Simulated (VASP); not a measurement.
Wanted: the native input for a VASP 6.6.1 run.

| Item | Value |
| --- | --- |
| Task | single point |
| Functional | PBEsol |
| Potentials or basis | VASP PAW PBE potentials, release 64 (Li_sv, H) |
| Cutoff | 520 eV |
| k mesh | 12 × 12 × 6 |
| Occupations | fermi-dirac, width 0.02 eV |
| Spin | no spin polarisation |
| Dipole correction | no |
| Further INCAR settings | ALGO = Normal; EDIFF = 1e-06; NBANDS = 12 |

The structure of LiH lies in POSCAR:

```
LiH
1.0
    3.2346278338      0.0000000000      0.0000000000
   -1.6173139169      2.8012698758      0.0000000000
    0.0000000000      0.0000000000      4.0428258565
Li H
2 2
Direct
    0.3333333333      0.6666666667     -0.0625031287
    0.6666666667      0.3333333333      0.4374968713
    0.3333333333      0.6666666667      0.4375031287
    0.6666666667      0.3333333333      0.9375031287
```

One way to write it, as run:

INCAR

```
PREC = Accurate
ENCUT = 520
EDIFF = 1E-6
ISMEAR = -1
SIGMA = 0.02
LREAL = False
LASPH = True
NELM = 80
ALGO = Normal
ISIF = 2
LWAVE = False
LCHARG = False
GGA = PS
NBANDS = 12
```

KPOINTS

```
regular mesh
0
Gamma
  12 12 6
```

Potentials or basis: VASP PAW PBE potentials, release 64 (Li_sv, H).

The run is started by

```sh
$ cat potpaw_PBE.64/Li_sv/POTCAR potpaw_PBE.64/H/POTCAR > POTCAR
$ mpirun -np 1 vasp_std > vasp.out
```

Results of the run:

```
Band gap on the k mesh : 1.52 eV, indirect (least direct gap 2.81 eV)
```

Run time: 13 s on 1 thread of AMD EPYC 9R45 96-Core Processor (Zen 5), on a shared host, peak memory 0.12 GiB.
